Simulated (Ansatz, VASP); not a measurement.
## Two plane-wave programs on Ge2P

```
Ge P
1.0
     0.00000    3.33418    3.33418
     3.33418    0.00000    3.33418
     3.33418    3.33418    0.00000
Ge P
2 1
Direct
  0.25000 0.25000 0.25000
  0.75000 0.75000 0.75000
  0.00000 0.00000 0.00000
```

Change from the starting cell: species swapped into the K2Te type (Fm-3m, No. 225).

Alike in both runs: task single point; functional PBE; k mesh 4 × 4 × 4; occupations gaussian, width 0.1 eV; no spin polarisation.

|  | VASP | Ansatz |
| --- | --- | --- |
| version | VASP 6.6.1 | Ansatz 0.2.0 |
| potentials or method | VASP PAW PBE potentials, release 64 (Ge_d, P), cutoff 520 eV | scalar-relativistic, plane waves, PAW |
| valence electrons in the cell | 33 | 33 |

```csv
,VASP,Ansatz,Ansatz less VASP
gap on the k mesh at the Fermi level (eV),none,none,-
pressure (GPa),-6.3,-6.3,+0.01
```

A gap of «none» marks a metal or a gap that the smearing closes.

The k mesh is coarse, so the values compare programs but aren't converged.
